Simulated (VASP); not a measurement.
Write the native input for VASP 6.6.1 that does the following.

```
Task                   : single point
Functional             : PBEsol
Potentials or basis    : VASP PAW PBE potentials, release 64 (Sn_d, O)
Cutoff                 : 520 eV
k mesh                 : 1 × 1 × 1, shifted
Occupations            : fermi-dirac, width 0.05 eV
Spin                   : no spin polarisation
Dipole correction      : no
Further INCAR settings : LREAL = Auto; ALGO = Normal; EDIFF = 1e-07; NBANDS = 343; ISYM = 0
```

The structure of Sn23O47 (a cell with a defect) lies in POSCAR:

```
Sn23O47
1.0
    9.5380920000      0.0000000000      0.0000000000
    0.0000000000      9.5380920000      0.0000000000
    0.0000000000      0.0000000000      9.6363030000
Sn O
23 47
Direct
    0.9871960000      0.0122440000      0.0145770000
    0.0014700000      0.9982820000      0.3331620000
    0.9875700000      0.0125370000      0.6517560000
    0.9998330000      0.4998230000      0.9989930000
    0.0017140000      0.4993370000      0.3331010000
    0.9996640000      0.4992960000      0.6672130000
    0.5004280000      0.0000530000      0.9991130000
    0.5003910000      0.9980180000      0.3332450000
    0.4998910000      0.9998790000      0.6673340000
    0.5042620000      0.4949730000      0.0080650000
    0.5048100000      0.4954940000      0.6582560000
    0.2544020000      0.2519450000      0.1697560000
    0.2549040000      0.2524420000      0.4962940000
    0.2507200000      0.2492610000      0.8332630000
    0.2487700000      0.7507960000      0.1648800000
    0.2489450000      0.7509490000      0.5014290000
    0.2695160000      0.7301940000      0.8331520000
    0.7443830000      0.2551790000      0.1683290000
    0.7445830000      0.2553570000      0.4980170000
    0.7485940000      0.2511220000      0.8331630000
    0.7473160000      0.7448570000      0.1700460000
    0.7478130000      0.7453860000      0.4965920000
    0.7505210000      0.7490550000      0.8330630000
    0.1533810000      0.1463900000      0.9984630000
    0.1509460000      0.1502370000      0.3332240000
    0.1537300000      0.1465330000      0.6677870000
    0.1403580000      0.6677830000      0.9905970000
    0.1469610000      0.6597740000      0.3330990000
    0.1410670000      0.6664680000      0.6753520000
    0.6631910000      0.1433200000      0.9978230000
    0.6534920000      0.1494180000      0.3331720000
    0.6627830000      0.1434300000      0.6684630000
    0.6561150000      0.6536060000      0.9992510000
    0.6527440000      0.6533300000      0.3335950000
    0.6565260000      0.6535760000      0.6668300000
    0.3461920000      0.3432460000      0.9994990000
    0.3464050000      0.3470310000      0.3327470000
    0.3461530000      0.3436570000      0.6670740000
    0.3332820000      0.8586310000      0.9909460000
    0.3399480000      0.8527610000      0.3332260000
    0.3318950000      0.8593920000      0.6757290000
    0.8562940000      0.3369320000      0.9978660000
    0.8503410000      0.3462250000      0.3331850000
    0.8564320000      0.3365090000      0.6685170000
    0.8532130000      0.8460530000      0.9985530000
    0.8495390000      0.8487850000      0.3331310000
    0.8533660000      0.8463940000      0.6678650000
    0.0990170000      0.4047000000      0.1643350000
    0.0988510000      0.4041560000      0.5016820000
    0.1019020000      0.4062790000      0.8331500000
    0.0948330000      0.9051090000      0.1635820000
    0.0946180000      0.9048820000      0.5027150000
    0.6003520000      0.4021700000      0.1638640000
    0.5974580000      0.3992570000      0.5024700000
    0.5988610000      0.4009110000      0.8331610000
    0.5955670000      0.9008790000      0.1646550000
    0.5950030000      0.9006940000      0.5020050000
    0.5934880000      0.8978480000      0.8331780000
    0.4039510000      0.0945370000      0.1653640000
    0.4038750000      0.0947700000      0.5009260000
    0.4086750000      0.1018240000      0.8332250000
    0.3955670000      0.6064200000      0.1466480000
    0.3932670000      0.6040890000      0.5196660000
    0.4139460000      0.5858090000      0.8331490000
    0.8975490000      0.1022530000      0.1754440000
    0.8974670000      0.1021350000      0.4909060000
    0.9139940000      0.0857530000      0.8331540000
    0.9049340000      0.5958240000      0.1654080000
    0.9051820000      0.5957850000      0.5009750000
    0.8979100000      0.5910750000      0.8331010000
```

The input as run:

INCAR

```
  PREC = Accurate
  ENCUT = 520
  EDIFF = 1E-7
  ISMEAR = -1
  SIGMA = 0.05
  LREAL = Auto
  LASPH = T
  NELM = 100
  ALGO = Normal
  ISIF = 2
  LWAVE = F
  LCHARG = F
  GGA = PS
  ISYM = 0
  NBANDS = 343
  NCORE = 4
```

KPOINTS

```
Automatic mesh
0
Gamma
  1 1 1
  0.25 0.25 0.25
```

Potentials or basis: VASP PAW PBE potentials, release 64 (Sn_d, O).

The run is started by

```console
$ cat potpaw_PBE.64/Sn_d/POTCAR potpaw_PBE.64/O/POTCAR > POTCAR
$ mpirun -np 4 vasp_std > vasp.out
```

Results of the run:

The pressure is 1.5 GPa and the largest force is 0.094 eV/Å. The band gap on the k mesh is 0.06 eV.

Caveat: semilocal functionals underestimate gaps, and a narrow one can read as zero; the PAW data sets were made with another functional, which shifts forces and pressure a little; spin-orbit coupling is left out, which moves the levels of the heavy elements.

Wall time 22 min on 4 MPI ranks on Oxide Virtual Turin-like Processor, on a shared host, peak memory 0.38 GiB a rank.
